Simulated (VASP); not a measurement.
A run of VASP 6.6.1 is set up as follows.

Contents of INCAR:

```
SYSTEM = MgO
PREC     = Accurate       ! precision mode
ENCUT    = 520            ! plane-wave cutoff, eV
EDIFF    = 1E-7           ! SCF threshold, eV
ISMEAR   = -1             ! smearing method
SIGMA    = 0.05           ! smearing width, eV
LREAL    = .False.        ! projectors in reciprocal space
LASPH    = .True.         ! aspherical terms in the spheres
NELM     = 100            ! most SCF steps
ALGO     = Normal         ! electronic algorithm
ISIF     = 2              ! what is computed and relaxed
LWAVE    = .False.        ! write WAVECAR
LCHARG   = .False.        ! write CHGCAR
GGA      = PE             ! functional
NBANDS   = 11             ! bands
```

Contents of KPOINTS:

```
Automatic mesh
0
Gamma
  15 15 15
  0 0 0
```

The input POSCAR:

```
MgO
1.0
    0.0000000000      1.9871620568      1.9871620568
    1.9871620568      0.0000000000      1.9871620568
    1.9871620568      1.9871620568      0.0000000000
Mg O
1 1
Direct
    0.0000000000      0.0000000000      0.0000000000
    0.2500000000      0.2500000000      0.2500000000
```

Potentials or basis: VASP PAW PBE potentials, release 64 (Mg, O).

Run with:

```console
$ cat potpaw_PBE.64/Mg/POTCAR potpaw_PBE.64/O/POTCAR > POTCAR
$ mpirun -np 1 vasp_std > vasp.out
```

Q: Estimate the pressure.

A: 128.5 GPa.

Q: What does it give for the band gap on the k mesh?

A: 6.51 eV, indirect (least direct gap 6.53 eV).

 A k mesh can miss the band edges.
